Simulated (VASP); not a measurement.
# Cu in VASP: single point with PBE+D3(BJ)

Aim: the single point of Cu with PBE+D3(BJ).

Program: VASP 6.6.1. These are calculated values, not measurements. Logs are shortened: lines on timing, memory, paths and dates and some standing lists are left out, and cuts for length are marked.

**1. The cell of the first run**

The cell holds a slab with vacuum, 21 atoms: a = 6.665 Å, b = 6.665 Å, c = 23.914 Å, α = 90.00°, β = 90.00°, γ = 120.00°.

**2. Single point, PBE+D3(BJ)**

Input file INCAR:

```
ALGO     = Normal         # electronic algorithm
DIPOL    = 0.5 0.5 0.379
EDIFF    = 1E-7           # SCF threshold, eV
ENCUT    = 520            # plane-wave cutoff, eV
GGA      = PE             # functional
IDIPOL   = 3            
ISIF     = 2              # what is computed and relaxed
ISMEAR   = 1              # smearing method
IVDW     = 12             # dispersion correction
LASPH    = T              # aspherical terms in the spheres
LCHARG   = F              # write CHGCAR
LDIPOL   = T            
LREAL    = Auto         
LWAVE    = F              # write WAVECAR
NBANDS   = 132            # bands
NELM     = 100            # most SCF steps
PREC     = Accurate       # precision mode
SIGMA    = 0.1            # smearing width, eV
```

Input file KPOINTS:

```
k-points
0
Gamma
  6 6 1
```

Input file POSCAR:

```
Cu
1.0
    5.0380249558      4.3630575966      0.0000000000
   -6.2975311948      2.1815287983      0.0000000000
    0.0000000000      0.0000000000     23.9135491915
Cu
21
Direct
    0.1428571667      0.7142858000      0.2927210823
    0.0000001667      0.0000001333      0.2927210823
    0.2857141667      0.4285711333      0.2927210823
    0.5714285000      0.8571428000      0.2927210823
    0.4285711667      0.1428571333      0.2927210823
    0.7142855000      0.5714284667      0.2927210823
    0.8571428333      0.2857141333      0.2927210823
    0.3332141343      0.6665782669      0.3798359658
    0.1920546978      0.9516369240      0.3794406514
    0.4769343760      0.3832748738      0.3794406514
    0.7619930331      0.8094929675      0.3798359658
    0.6190783325      0.0953571657      0.3798359658
    0.9047618333      0.5238094667      0.3776889392
    0.0452964262      0.2365166022      0.3794406514
    0.5237309960      0.6195340135      0.4664273645
    0.3815172175      0.9048403040      0.4664273645
    0.6680329037      0.3375365703      0.4642156670
    0.9552178666      0.7605383963      0.4642156670
    0.8090372865      0.0470540825      0.4664273645
    0.0910347297      0.4733534334      0.4642156670
    0.2380951667      0.1904761333      0.4633861509
```

Potentials or basis: VASP PAW PBE potentials, release 64 (Cu).

On the command line:

```console
cat potpaw_PBE.64/Cu/POTCAR > POTCAR
mpirun -np 1 vasp_std > vasp.out
```

OUTCAR:

```text
EDIFF = 1E-7
   ENCUT = 520
   GGA = PE
   ISIF = 2
   ISMEAR = 1
   IVDW = 12
   LASPH = T
   LREAL = Auto
   NELM = 100
   PREC = Accurate
 IVDW          = 12

 ion  position               nearest neighbor table
   1  0.143  0.714  0.293-  13 2.50   5 2.52   4 2.52   2 2.52   6 2.52   7 2.52   3 2.52   9 2.53
                             8 2.54
   2  0.000  0.000  0.293-   5 2.52   3 2.52   7 2.52   1 2.52   4 2.52   6 2.52  14 2.53  11 2.54
                             9 2.54
   3  0.286  0.429  0.293-   2 2.52   5 2.52   6 2.52   7 2.52   4 2.52   1 2.52  10 2.53   8 2.54
                            14 2.54
   4  0.571  0.857  0.293-   1 2.52   7 2.52   6 2.52   5 2.52   3 2.52   2 2.52  11 2.54   8 2.54
                            12 2.54
   5  0.429  0.143  0.293-   2 2.52   3 2.52   1 2.52   6 2.52   4 2.52   7 2.52   9 2.53  12 2.54
                            10 2.54
   6  0.714  0.571  0.293-  13 2.50   3 2.52   4 2.52   5 2.52   1 2.52   7 2.52   2 2.52  10 2.53
                            11 2.54
   7  0.857  0.286  0.293-  13 2.50   2 2.52   4 2.52   3 2.52   1 2.52   6 2.52   5 2.52  14 2.53
                            12 2.54
   8  0.333  0.667  0.380-  20 2.50   9 2.51  10 2.51  13 2.52  11 2.52  12 2.52  15 2.53  14 2.53
                            16 2.53   1 2.54   3 2.54   4 2.54
   9  0.192  0.952  0.379-  21 2.48  18 2.49   8 2.51  12 2.51  13 2.52   1 2.53  11 2.53   5 2.53
[... 11 lines left out ...]
  15  0.524  0.620  0.466-  17 2.50  19 2.51  16 2.51  21 2.52   8 2.53  11 2.53  10 2.53  18 2.54
                            20 2.54
  16  0.382  0.905  0.466-  18 2.50  19 2.51  15 2.51  21 2.52  12 2.53   8 2.53   9 2.53  20 2.54
                            17 2.54
  17  0.668  0.338  0.464-  10 2.49  20 2.49  18 2.49  12 2.50  15 2.50  13 2.52  21 2.52  19 2.54
                            16 2.54
  18  0.955  0.761  0.464-   9 2.49  17 2.49  20 2.49  11 2.50  16 2.50  13 2.52  21 2.52  15 2.54
                            19 2.54
  19  0.809  0.047  0.466-  20 2.50  16 2.51  15 2.51  21 2.52  11 2.53  12 2.53  14 2.53  17 2.54
                            18 2.54
  20  0.091  0.473  0.464-  14 2.49  17 2.49  18 2.49   8 2.50  19 2.50  13 2.52  21 2.52  16 2.54
                            15 2.54
  21  0.238  0.190  0.463-   9 2.48  10 2.48  14 2.48  16 2.52  15 2.52  19 2.52  17 2.52  18 2.52
                            20 2.52

  LATTYP: Found a hexagonal cell.
 ALAT       =     6.6646805660
 C/A-ratio  =     3.5881013283

  Lattice vectors:

 A1 = (   5.0380249558,   4.3630575966,   0.0000000000)
 A2 = (  -6.2975311948,   2.1815287983,   0.0000000000)
 A3 = (   0.0000000000,   0.0000000000,  23.9135491915)

Analysis of symmetry for initial positions (statically):
=====================================================================
 Subroutine PRICEL returns:
 Original cell was already a primitive cell.
[... 164 lines left out ...]
     AMIX     =   0.40;   BMIX     =  1.00
     AMIX_MAG =   1.60;   BMIX_MAG =  1.00
  volume/ion in A,a.u.               =      43.80       295.60
  Fermi-wavevector in a.u.,A,eV,Ry     =   1.032843  1.951791 14.514219  1.066765
  Thomas-Fermi vector in A             =   2.167061
   LORBIT       =      0    0 simple, 1 ext, 2 COOP (PROOUT), +10 PAW based schemes
   GGA     = PE    functional components
   LHFCALC =     F    Hartree Fock is set to
   AEXX    =    0.0000 exact exchange contribution
   IVDW    =    12    specifies the selected vdW correction
   LEPSILON=     F    determine dielectric tensor
   LRPA    =     F    only Hartree local field effects (RPA)
 non-spin polarized calculation
 Methfessel and Paxton  Order N= 1 SIGMA  =   0.10
  energy-cutoff  :      520.00
  volume of cell :      919.88
 maximum number of plane-waves:     24825
 NGX is ok and might be reduce to    50
   NGX = 25   NGY = 25   NGZ = 89

 dipolmoment           0.000000      0.000000      0.004141 electrons x Angstroem

 number of electron     230.9999991 magnetization

 dipolmoment           0.000000      0.000000     -0.002204 electrons x Angstroem

 Free energy of the ion-electron system (eV)
  ---------------------------------------------------
  ext. energy  EPLUGINS =         0.00000000
  ---------------------------------------------------
  free energy    TOTEN  =       -71.89431740 eV

  energy without entropy =      -71.88051592  energy(sigma->0) =      -71.88971691

 E-fermi :  -1.3582     XC(G=0):  -4.1291

 val. band max:       -1.3593220611   @ k =   0.5000   0.0000   0.0000
 cond. band min:      -1.3524914264   @ k =   0.1667  -0.0000   0.0000
 fundamental gap:      0.0068306346
 Fermi energy:        -1.3582319746

 k-point     1 :       0.0000    0.0000    0.0000
  band No.  band energies     occupation
      1     -10.2740      2.00000
      2      -8.2460      2.00000
      3      -6.7530      2.00000
      4      -6.6489      2.00000
      5      -6.6342      2.00000
      6      -6.6342      2.00000
[... 1029 lines left out ...]
    126       1.4102      0.00000
    127       2.4686      0.00000
 [bands above 127 left out]

------------------------ aborting loop because EDIFF is reached ----------------------------------------

 vacuum level on the upper side and lower side of the slab       (xc-potential included)        -0.068        -0.060

 Edisp (eV)   -8.30378

 E8    (eV) :    -3.7433

  FORCE on cell =-STRESS in cart. coord.  units (eV):
  Direction    XX          YY          ZZ          XY          YZ          ZX
  --------------------------------------------------------------------------------------
  -------------------------------------------------------------------------------------
  Total      -4.90437    -4.90437     1.05916    -0.00000    -0.00000     0.00000
  in kB      -8.54202    -8.54202     1.84476    -0.00000    -0.00000     0.00000
  external pressure =       -5.08 kB  Pullay stress =        0.00 kB

 VOLUME and BASIS-vectors are now :
 -----------------------------------------------------------------------------
  energy-cutoff  :      520.00
  volume of cell :      919.88
      direct lattice vectors                 reciprocal lattice vectors
     5.038024956  4.363057597  0.000000000     0.056711566  0.163712190  0.000000000
    -6.297531195  2.181528798  0.000000000    -0.113423132  0.130969752  0.000000000
     0.000000000  0.000000000 23.913549191     0.000000000  0.000000000  0.041817297

 POSITION                                       TOTAL-FORCE (eV/Angst)
 -----------------------------------------------------------------------------------
     -3.77852      2.18153      7.00000         0.009984      0.047581     -0.043654
      0.00000      0.00000      7.00000         0.008889     -0.002788      0.030512
     -1.25950      2.18153      7.00000        -0.006859     -0.006304      0.030512
     -2.51901      4.36306      7.00000         0.000000     -0.000000      0.068339
      1.25950      2.18153      7.00000        -0.002030      0.009093      0.030512
     -0.00000      4.36306      7.00000        -0.046198     -0.015144     -0.043654
[... 13 lines left out ...]
     -2.52232      1.42982     11.10104         0.042870      0.148723      0.148241
      0.00000      1.45435     11.08121         0.000000     -0.000000      0.263746
 -----------------------------------------------------------------------------------
    total drift:                               -0.000036      0.000036      0.004397

  FREE ENERGIE OF THE ION-ELECTRON SYSTEM (eV)
  ---------------------------------------------------
  free  energy   TOTEN  =       -80.1980983373 eV

  energy  without entropy=      -80.1842968578  energy(sigma->0) =      -80.19349784

 vacuum level on the upper side and lower side of the slab         3.321         3.330
```

OSZICAR:

```text
N       E                     dE             d eps       ncg     rms          rms(c)
DAV:   1     0.209240595866E+04    0.20924E+04   -0.95777E+04  2112   0.195E+03
DAV:   2     0.150645515538E+03   -0.19418E+04   -0.18918E+04  2112   0.441E+02
DAV:   3    -0.751209579400E+02   -0.22577E+03   -0.21404E+03  2232   0.207E+02
[... 27 lines left out ...]
DAV:  31    -0.718943161096E+02   -0.65820E-06   -0.27967E-08  1272   0.991E-04    0.226E-04
DAV:  32    -0.718943165643E+02   -0.45473E-06   -0.25490E-08  1296   0.126E-03    0.103E-04
DAV:  33    -0.718943169875E+02   -0.42317E-06   -0.54600E-09  1244   0.738E-04    0.976E-05
DAV:  34    -0.718943173743E+02   -0.38689E-06   -0.53967E-09  1212   0.573E-04    0.478E-05
DAV:  35    -0.718943174011E+02   -0.26721E-07   -0.68478E-10  1212   0.281E-04
   1 F= -.80198098E+02 E0= -.80193498E+02  d E =-.138015E-01
```

It took 1.6 h on 1 thread of AMD EPYC 7R43 (Zen 3), shared host; peak memory 1.1 GiB.

Results:

| Quantity | Value |
| --- | --- |
| Free energy | -80.1981 eV |
| Largest force | 0.264 eV/Å |
| Dispersion energy per atom | -0.395 eV |

Forces in eV/Å, atoms in the order of the input:
```
Cu   0.010  0.048 -0.044
Cu   0.009 -0.003  0.031
Cu  -0.007 -0.006  0.031
Cu   0.000  0.000  0.068
Cu  -0.002  0.009  0.031
Cu  -0.046 -0.015 -0.044
Cu   0.036 -0.032 -0.044
Cu   0.017  0.028 -0.093
Cu  -0.049  0.010 -0.160
Cu   0.016 -0.047 -0.160
Cu  -0.033  0.000 -0.093
Cu   0.016 -0.029 -0.093
Cu   0.000  0.000  0.075
Cu   0.033  0.037 -0.160
Cu  -0.020 -0.011 -0.018
Cu   0.000  0.023 -0.018
Cu   0.107 -0.111  0.148
Cu  -0.150 -0.037  0.148
Cu   0.020 -0.011 -0.018
Cu   0.043  0.149  0.148
Cu   0.000  0.000  0.264
```
